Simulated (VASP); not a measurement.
# Mg in VASP: notebook

Mg is run at these levels: B3LYP5, LAK, PBEsol+D3(BJ), rpbe exchange, lyp correlation, PBEsol; tasks: single point.

Program: VASP 6.6.1. These are calculated values, not measurements. Logs are shortened: lines on timing, memory, paths and dates and some standing lists are left out, and cuts for length are marked.

## 1. The cell of the first run

The structure is cubic, space group Im-3m (No. 229). Conventional cell: a = 3.546 Å, b = 3.546 Å, c = 3.546 Å, α = 90.00°, β = 90.00°, γ = 90.00°. Mg (site symmetry m-3m) has 14 Mg at 3.07 to 3.55 Å within 4.0 Å.

This isn't the form of Mg at room conditions, which is hcp.

## 2. Single point, B3LYP5

POSCAR reads:

```
Mg
1.0
   -1.7727644950      1.7727644950      1.7727644950
    1.7727644950     -1.7727644950      1.7727644950
    1.7727644950      1.7727644950     -1.7727644950
Mg
1
Direct
    0.0000000000      0.0000000000      0.0000000000
```

INCAR.step1 reads:

```
SYSTEM = Mg
PREC = Accurate
ENCUT = 520
EDIFF = 1E-5
ISMEAR = -1
SIGMA = 0.05
LREAL = .False.
LASPH = .True.
NELM = 120
ALGO = Normal
ISIF = 2
LWAVE = .True.
LCHARG = .False.
NBANDS = 7
GGA = PE
GGA_COMPAT = .False.
```

INCAR.step2 reads:

```
SYSTEM = Mg
PREC = Accurate
ENCUT = 520
EDIFF = 1E-6
ISMEAR = -1
SIGMA = 0.05
LREAL = .False.
LASPH = .True.
NELM = 120
ALGO = Normal
ISIF = 2
LWAVE = .False.
LCHARG = .False.
GGA = B5
LHFCALC = .True.
AEXX = 0.2
AGGAX = 0.72
AGGAC = 0.81
ALDAC = 0.19
PRECFOCK = Normal
NBANDS = 7
ISTART = 1
GGA_COMPAT = .False.
```

KPOINTS reads:

```
Automatic mesh
0
Gamma
  8 8 8
  0 0 0
```

Potentials or basis: VASP PAW PBE potentials, release 64 (Mg).

On the command line:

```
cat potpaw_PBE.64/Mg/POTCAR > POTCAR
cp INCAR.step1 INCAR
mpirun -np 1 vasp_std > vasp.out
cp INCAR.step2 INCAR
mpirun -np 1 vasp_std > vasp.out
```

OUTCAR:

```text
SYSTEM = Mg
   PREC = Accurate
   ENCUT = 520
   EDIFF = 1E-6
   ISMEAR = -1
   LREAL = .False.
   LASPH = .True.
   NELM = 120
   ISIF = 2
   GGA = B5
   LHFCALC = .True.
   AEXX = 0.2
   PRECFOCK = Normal
   ISTART = 1

 ion  position               nearest neighbor table
   1  0.000  0.000  0.000-

  LATTYP: Found a body centered cubic cell.
 ALAT       =     3.5455289900

  Lattice vectors:

 A1 = (  -1.7727644950,   1.7727644950,   1.7727644950)
 A2 = (   1.7727644950,  -1.7727644950,   1.7727644950)
 A3 = (   1.7727644950,   1.7727644950,  -1.7727644950)

Analysis of symmetry for initial positions (statically):
=====================================================================
 Subroutine PRICEL returns:
 Original cell was already a primitive cell.

 Routine SETGRP: Setting up the symmetry group for a
 body centered cubic supercell.

 Subroutine GETGRP returns: Found 48 space group operations
 (whereof 48 operations were pure point group operations)
 out of a pool of 48 trial point group operations.

The static configuration has the point symmetry O_h .

Analysis of symmetry for dynamics (positions and initial velocities):
=====================================================================
 Subroutine PRICEL returns:
 Original cell was already a primitive cell.

 Routine SETGRP: Setting up the symmetry group for a
 body centered cubic supercell.

 Subroutine GETGRP returns: Found 48 space group operations
 (whereof 48 operations were pure point group operations)
 out of a pool of 48 trial point group operations.

The dynamic configuration has the point symmetry O_h .

 Subroutine INISYM returns: Found 48 space group operations
 (whereof 48 operations are pure point group operations),
 and found     1 'primitive' translations

----------------------------------------------------------------------------------------

                                     Primitive cell

  volume of cell :      22.2850

  direct lattice vectors                    reciprocal lattice vectors
    -1.772764495  1.772764495  1.772764495     0.000000000  0.282045360  0.282045360
     1.772764495 -1.772764495  1.772764495     0.282045360  0.000000000  0.282045360
     1.772764495  1.772764495 -1.772764495     0.282045360  0.282045360  0.000000000

  length of vectors
     3.070518175  3.070518175  3.070518175     0.398872373  0.398872373  0.398872373

  position of ions in fractional coordinates (direct lattice)
     0.000000000  0.000000000  0.000000000

  ion indices of the primitive-cell ions
   primitive index   ion index
                 1           1

----------------------------------------------------------------------------------------

 KPOINTS: Automatic mesh

Automatic generation of k-mesh.
 Grid dimensions read from file:
 generate k-points for:    8    8    8

 Generating k-lattice:

  Cartesian coordinates                     Fractional coordinates (reciprocal lattice)
     0.000000000  0.035255670  0.035255670     0.125000000  0.000000000  0.000000000
     0.035255670  0.000000000  0.035255670     0.000000000  0.125000000  0.000000000
     0.035255670  0.035255670  0.000000000     0.000000000  0.000000000  0.125000000

  Length of vectors
     0.049859047  0.049859047  0.049859047

  Shift w.r.t. Gamma in fractional coordinates (k-lattice)
     0.000000000  0.000000000  0.000000000

 Subroutine IBZKPT returns following result:
 ===========================================

 Found     29 irreducible k-points:

 Following reciprocal coordinates:
            Coordinates               Weight
  0.000000  0.000000  0.000000      1.000000
  0.125000  0.000000  0.000000     12.000000
  0.250000  0.000000  0.000000     12.000000
  0.375000  0.000000  0.000000     12.000000
  0.500000  0.000000  0.000000      6.000000
  0.125000  0.125000  0.000000     24.000000
[... 16 lines left out ...]
 -0.250000  0.250000  0.250000      6.000000
 -0.375000  0.375000  0.250000     24.000000
 [... further k-points ...]
   k-points           NKPTS =     29   k-points in BZ     NKDIM =    512   number of bands    NBANDS=      7
   number of dos      NEDOS =    301   number of ions     NIONS =      1
   total plane-waves  NPLWV =  13824
   dimension x,y,z NGX =    24 NGY =   24 NGZ =   24
   dimension x,y,z NGXF=    48 NGYF=   48 NGZF=   48
   ions per type =               1
   NGX,Y,Z   is equivalent  to a cutoff of  12.99, 12.99, 12.99 a.u.
   NGXF,Y,Z  is equivalent  to a cutoff of  25.99, 25.99, 25.99 a.u.
 SYSTEM =  Mg
   PREC   = accura    normal or accurate (medium, high low for compatibility)
   ISTART =      1    job   : 0-new  1-cont  2-samecut
   ICHARG =      0    charge: 1-file 2-atom 10-const
   ISPIN  =      1    spin polarized calculation?
   LNONCOLLINEAR =      F non collinear calculations
   LSORBIT =      F    spin-orbit coupling
   LASPH  =      T    aspherical Exc in radial PAW
   ENCUT  =  520.0 eV  38.22 Ry    6.18 a.u.   5.71  5.71  5.71*2*pi/ulx,y,z
   NELM   =    120;   NELMIN=  2; NELMDL=  0     # of ELM steps
   EDIFF  = 0.1E-05   stopping-criterion for ELM
   LREAL  =      F    real-space projection
   EDIFFG = 0.1E-04   stopping-criterion for IOM
   NSW    =      0    number of steps for IOM
   IBRION =     -1    ionic relax: 0-MD 1-quasi-New 2-CG
   NFREE  =      0    steps in history (QN), initial steepest desc. (CG)
   ISIF   =      2    stress and relaxation
   ISYM   =      3    0-nonsym 1-usesym 2-fastsym
   POTIM  = 0.5000    time-step for ionic-motion
   TEBEG  =    0.0;   TEEND  =   0.0 temperature during run
   PSTRESS=    0.0 pullay stress
   NELECT =       2.0000    total number of electrons
   NUPDOWN=      -1.0000    fix difference up-down
   EMIN   =  10.00;   EMAX   =-10.00  energy-range for DOS
   EFERMI =   0.00;   METHOD = LEGACY
   ISMEAR =    -1;   SIGMA  =   0.05  broadening in eV -4-tet -1-fermi 0-gaus
   EFERMI_NEDOS =   21; number of points for ismear=-14 and -15
   IALGO  =     38    algorithm
   IMIX   =      1    mixing-type and parameters
     AMIX     =   0.40;   BMIX     =  1.00
     AMIX_MAG =   1.60;   BMIX_MAG =  1.00
  volume/ion in A,a.u.               =      22.29       150.39
  Fermi-wavevector in a.u.,A,eV,Ry     =   0.732960  1.385094  7.309469  0.537231
  Thomas-Fermi vector in A             =   1.825552
   LORBIT       =      0    0 simple, 1 ext, 2 COOP (PROOUT), +10 PAW based schemes
   GGA     = B5    functional components
   LHFCALC =     T    Hartree Fock is set to
   PRECFOCK=normal    Normal, Fast or Accurate (Low or Medium for compatibility)
   ENCUT4O =  -1.0   cutoff for four orbital integrals eV
   NKREDX  =     1    reduce k-point grid by
   NKREDY  =     1    reduce k-point grid by
   NKREDZ  =     1    reduce k-point grid by
   AEXX    =    0.2000 exact exchange contribution
   HFSCREEN=    0.0000 screening length (either q_TF or 0.3 A-1)
   HFSCREENC=   0.0000 screening length for correlation (either q_TF or 0.3 A-1)
   ENCUTFOCK=  -1.0 apply spherical cutoff to Coloumb kernel
   IVDW    =     0    specifies the selected vdW correction
   LEPSILON=     F    determine dielectric tensor
   LRPA    =     F    only Hartree local field effects (RPA)
 non-spin polarized calculation
  energy-cutoff  :      520.00
  volume of cell :       22.29
 maximum number of plane-waves:       611
  NGX = 18; NGY = 18; NGZ = 18

 number of electron       2.0000000 magnetization

 Free energy of the ion-electron system (eV)
  ---------------------------------------------------
  ext. energy  EPLUGINS =         0.00000000
  ---------------------------------------------------
  free energy    TOTEN  =        -0.79922358 eV

  energy without entropy =       -0.79708890  energy(sigma->0) =       -0.79815624

 E-fermi :   2.9633     XC(G=0):  -6.8062

 val. band max:        2.7887098314   @ k =   0.3750   0.1250   0.1250
 cond. band min:       2.9712086179   @ k =   0.5000   0.5000   0.2500
 fundamental gap:      0.1824987865
 Fermi energy:         2.9633407995

 k-point     1 :       0.0000    0.0000    0.0000
  band No.  band energies     occupation
      1      -5.1743      2.00000
      2      17.3023      0.00000
      3      17.3023      0.00000
      4      17.3023      0.00000
      5      19.4316      0.00000
      6      19.4316      0.00000
      7      19.5023      0.00000

 k-point     2 :       0.1250    0.0000    0.0000
  band No.  band energies     occupation
      1      -4.7555      2.00000
      2      14.0413      0.00000
      3      15.9227      0.00000
      4      16.0525      0.00000
      5      17.4218      0.00000
      6      18.1152      0.00000
      7      19.9548      0.00000

 k-point     3 :       0.2500    0.0000    0.0000
  band No.  band energies     occupation
      1      -3.5020      2.00000
      2       9.6333      0.00000
      3      14.2309      0.00000
      4      14.6721      0.00000
      5      15.7829      0.00000
      6      16.9812      0.00000
      7      21.0955      0.00000

 k-point     4 :       0.3750    0.0000    0.0000
  band No.  band energies     occupation
      1      -1.4172      2.00000
      2       5.5894      0.00000
      3      13.1499      0.00000
      4      13.8185      0.00000
      5      14.7904      0.00000
      6      16.0835      0.00000
      7      22.4299      0.00000

 k-point     5 :       0.5000    0.0000    0.0000
  band No.  band energies     occupation
      1       1.2017      2.00000
      2       1.9599      2.00000
      3      12.7835      0.00000
      4      13.5327      0.00000
      5      14.4591      0.00000
      6      15.7532      0.00000
      7      23.5411      0.00000

 k-point     6 :       0.1250    0.1250    0.0000
  band No.  band energies     occupation
      1      -3.9196      2.00000
      2      11.7451      0.00000
      3      12.3766      0.00000
      4      14.8767      0.00000
      5      17.4575      0.00000
      6      18.2110      0.00000
      7      20.6658      0.00000

 k-point     7 :       0.2500    0.1250   -0.0000
  band No.  band energies     occupation
      1      -2.2517      2.00000
      2       7.8080      0.00000
      3      10.7405      0.00000
      4      13.6476      0.00000
      5      16.5583      0.00000
      6      18.7175      0.00000
      7      20.2038      0.00000
[... 121 lines left out ...]
 k-point    20 :      -0.3750    0.5000    0.1250
  band No.  band energies     occupation
      1       1.0844      2.00000
      2       4.7777      0.00000
      3       7.9399      0.00000
      4      13.7678      0.00000
      5      16.1377      0.00000
      6      16.8238      0.00000
      7      19.3191      0.00000

 k-point    21 :      -0.3750   -0.3750    0.1250
  band No.  band energies     occupation
      1       4.9937      0.00000
      2       4.9937      0.00000
      3       6.0985      0.00000
      4      16.0578      0.00000
      5      16.0578      0.00000
      6      16.1909      0.00000
      7      18.0232      0.00000

 k-point    22 :       0.2500    0.2500    0.2500
  band No.  band energies     occupation
      1       5.6702      0.00000
      2       5.6702      0.00000
      3       5.6702      0.00000
      4       7.4538      0.00000
      5      24.9338      0.00000
      6      24.9338      0.00000
      7      26.2150      0.00000

 k-point    23 :      -0.2500    0.2500    0.2500
  band No.  band energies     occupation
      1      -1.8398      2.00000
      2      10.4502      0.00000
      3      10.4502      0.00000
      4      11.0028      0.00000
      5      13.2422      0.00000
      6      20.2453      0.00000
      7      21.4182      0.00000

 k-point    24 :      -0.3750    0.3750    0.2500
  band No.  band energies     occupation
      1       0.2413      2.00000
      2       7.0327      0.00000
      3       9.4375      0.00000
      4      10.7952      0.00000
      5      13.4530      0.00000
      6      18.5393      0.00000
      7      20.1302      0.00000

 [... further k-points ...]
[... 5 lines left out ...]
  --------------------------------------------------------------------------------------
  -------------------------------------------------------------------------------------
  Total        0.1441467      0.1441467      0.1441467      0.0000000      0.0000000     -0.0000000
  in kB       10.3633974     10.3633974     10.3633974      0.0000000      0.0000000     -0.0000000
  external PRESSURE =      10.3633974 kB  Pullay stress =       0.0000000 kB

 VOLUME and BASIS-vectors are now :
 -----------------------------------------------------------------------------
  energy-cutoff  :      520.00
  volume of cell :       22.29
      direct lattice vectors                 reciprocal lattice vectors
    -1.772764495  1.772764495  1.772764495     0.000000000  0.282045360  0.282045360
     1.772764495 -1.772764495  1.772764495     0.282045360  0.000000000  0.282045360
     1.772764495  1.772764495 -1.772764495     0.282045360  0.282045360  0.000000000

 POSITION                                       TOTAL-FORCE (eV/Angst)
 -----------------------------------------------------------------------------------
      0.00000      0.00000      0.00000         0.000000      0.000000      0.000000
 -----------------------------------------------------------------------------------
    total drift:                                0.000000      0.000000      0.000000

  FREE ENERGIE OF THE ION-ELECTRON SYSTEM (eV)
  ---------------------------------------------------
  free  energy   TOTEN  =        -0.7992235822 eV

  energy  without entropy=       -0.7970889043  energy(sigma->0) =       -0.79815624
```

It took 6.3 min on 1 thread of AMD EPYC 7R43 (Zen 3), shared host; peak memory 0.12 GiB.

What came out:

* Free energy: -0.7992 eV
* Pressure: 1.0 GPa
* Band gap on the k mesh: zero (bands 1 and 2 overlap by 6.40 eV)

Caveat: the PAW data sets were made with another functional, which shifts forces and pressure a little.

## 3. Single point, LAK

INCAR reads:

```
ALGO = Normal
EDIFF = 1E-6
ENCUT = 440
GGA_COMPAT = False
ISIF = 2
ISMEAR = 1
LASPH = True
LCHARG = False
LMIXTAU = True
LREAL = False
LWAVE = False
METAGGA = LAK
NELM = 120
PREC = Accurate
SIGMA = 0.1
```

KPOINTS reads:

```
k-points
0
Gamma
  13 13 13
```

POSCAR reads:

```
Mg
1.0
   -1.7727644967      1.7727644967      1.7727644967
    1.7727644967     -1.7727644967      1.7727644967
    1.7727644967      1.7727644967     -1.7727644967
Mg
1
Direct
    0.0000000000      0.0000000000      0.0000000000
```

Potentials or basis: VASP PAW PBE potentials, release 64 (Mg).

On the command line:

```
cat potpaw_PBE.64/Mg/POTCAR > POTCAR
mpirun -np 1 vasp_std > vasp.out
```

OUTCAR:

```text
EDIFF = 1E-6
   ENCUT = 440
   ISIF = 2
   ISMEAR = 1
   LASPH = True
   LREAL = False
   METAGGA = LAK
   NELM = 120
   PREC = Accurate

 Found     84 irreducible k-points:

 Following reciprocal coordinates:
            Coordinates               Weight
  0.000000  0.000000  0.000000      1.000000
  0.076923  0.000000  0.000000     12.000000
  0.153846  0.000000  0.000000     12.000000
  0.230769  0.000000  0.000000     12.000000
  0.307692  0.000000  0.000000     12.000000
  0.384615  0.000000  0.000000     12.000000
   k-points           NKPTS =     84   k-points in BZ     NKDIM =     84   number of bands    NBANDS=      5
   number of dos      NEDOS =    301   number of ions     NIONS =      1
   total plane-waves  NPLWV =  13824
   dimension x,y,z NGX =    24 NGY =   24 NGZ =   24
   dimension x,y,z NGXF=    48 NGYF=   48 NGZF=   48
   ions per type =               1
   NGX,Y,Z   is equivalent  to a cutoff of  12.99, 12.99, 12.99 a.u.
   NGXF,Y,Z  is equivalent  to a cutoff of  25.99, 25.99, 25.99 a.u.
 SYSTEM =  unknown system
   PREC   = accura    normal or accurate (medium, high low for compatibility)
   ISTART =      0    job   : 0-new  1-cont  2-samecut
   ICHARG =      2    charge: 1-file 2-atom 10-const
   ISPIN  =      1    spin polarized calculation?
   LNONCOLLINEAR =      F non collinear calculations
   LSORBIT =      F    spin-orbit coupling
[... 53 lines left out ...]
  ---------------------------------------------------
  free energy    TOTEN  =        -0.81819357 eV

  energy without entropy =       -0.81762734  energy(sigma->0) =       -0.81800483

 E-fermi :   2.8684     XC(G=0):  -9.2984

 val. band max:        2.8607834249   @ k =  -0.4615  -0.4615   0.2308
 cond. band min:       2.8747521772   @ k =   0.3846   0.0769   0.0769
 fundamental gap:      0.0139687523
 Fermi energy:         2.8684034677

 k-point     1 :       0.0000    0.0000    0.0000
  band No.  band energies     occupation
      1      -4.8608      2.00000
      2      17.1899      0.00000
      3      17.1899      0.00000
      4      17.1899      0.00000
      5      19.4308      0.00000
[... 33 lines left out ...]
 k-point     6 :       0.3846    0.0000    0.0000
  band No.  band energies     occupation
      1      -1.0837      2.00000
      2       4.6944     -0.00000
      3      12.5808      0.00000
      4      13.6500      0.00000
      5      14.4610      0.00000

 [... further k-points ...]
[... 5 lines left out ...]
  --------------------------------------------------------------------------------------
  -------------------------------------------------------------------------------------
  Total       -0.0032862     -0.0032862     -0.0032862     -0.0000000     -0.0000000      0.0000000
  in kB       -0.2362625     -0.2362625     -0.2362625     -0.0000000     -0.0000000      0.0000000
  external PRESSURE =      -0.2362625 kB  Pullay stress =       0.0000000 kB

 VOLUME and BASIS-vectors are now :
 -----------------------------------------------------------------------------
  energy-cutoff  :      440.00
  volume of cell :       22.29
      direct lattice vectors                 reciprocal lattice vectors
    -1.772764497  1.772764497  1.772764497     0.000000000  0.282045360  0.282045360
     1.772764497 -1.772764497  1.772764497     0.282045360  0.000000000  0.282045360
     1.772764497  1.772764497 -1.772764497     0.282045360  0.282045360  0.000000000

 POSITION                                       TOTAL-FORCE (eV/Angst)
 -----------------------------------------------------------------------------------
      0.00000      0.00000      0.00000         0.000000      0.000000      0.000000
 -----------------------------------------------------------------------------------
    total drift:                                0.000000      0.000000     -0.000000

  FREE ENERGIE OF THE ION-ELECTRON SYSTEM (eV)
  ---------------------------------------------------
  free  energy   TOTEN  =        -0.8181935741 eV

  energy  without entropy=       -0.8176273378  energy(sigma->0) =       -0.81800483
```

stdout:

```text
POSCAR found type information on POSCAR Mg
 POSCAR found :  1 types and       1 ions
 scaLAPACK will be used
 -----------------------------------------------------------------------------
|                                                                             |
|                                                                             |
|     You enforced a specific xc type in the INCAR file but a different       |
|     I HOPE YOU KNOW WHAT YOU ARE DOING!                                     |
|                                                                             |
 -----------------------------------------------------------------------------

 LDA part: xc-table for (None), standard interpolation
 POSCAR, INCAR and KPOINTS ok, starting setup
 FFT: planning ... GRIDC
 FFT: planning ... GRID_SOFT
 FFT: planning ... GRID
 WAVECAR not read
 entering main loop
```

It took 74 s on 1 thread of Intel Xeon Platinum 8375C at 2.90GHz (Ice Lake), shared host; peak memory 0.14 GiB.

What came out:

- Free energy: -0.8182 eV
- Pressure: 0.0 GPa
- Band gap on the k mesh: zero (bands 1 and 2 overlap by 3.46 eV)

Caveat: the PAW data sets were made with another functional, which shifts forces and pressure a little.

[end of part 1 of 2]
